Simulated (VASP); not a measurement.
## CaSe: single point with LDA

Crystal: CaSe.

```
CELL_PARAMETERS angstrom
0.00000 2.97869 2.97869
2.97869 0.00000 2.97869
2.97869 2.97869 0.00000
ATOMIC_POSITIONS crystal
Ca 0.50000 0.50000 0.50000
Se 0.00000 0.00000 0.00000
```

```json
{"Program": "VASP 6.6.1", "Task": "single point", "Functional": "LDA", "Potentials or basis": "VASP PAW LDA potentials, release 64 (Ca_sv, Se)", "Cutoff": "520 eV", "k mesh": "8 × 8 × 8", "Occupations": "gaussian, width 0.02 eV", "Spin": "no spin polarisation", "Dipole correction": "no", "k mesh for the DOS": "12 × 12 × 12", "Occupations for the DOS": "tetrahedron", "Further INCAR settings": "ALGO = Normal; EDIFF = 1e-07; NBANDS = 15"}
```

```yaml
Valence_electrons_inside_the_program's_atomic_spheres: Ca 8.12; Se 3.91
```

Levels at points of the mesh, in eV from the valence-band top:
```csv
k point,band 4,band 5,band 6,band 7,band 8,band 9,band 10,band 11,band 12,band 13
"(0.00, 0.00, 0.00)",-20.63,-11.77,0.00,0.00,0.00,2.99,3.55,3.55,3.55,4.14
"(0.50, 0.00, 0.00)",-20.64,-11.10,-3.26,-1.18,-1.18,4.34,5.26,5.30,5.30,7.30
"(0.50, 0.50, 0.00)",-20.66,-11.21,-2.49,-0.92,-0.92,1.91,4.74,4.89,5.81,5.82
```

Wall time 70 s on 1 thread of Intel Xeon 8259CL, on a shared host, peak memory 0.19 GiB.
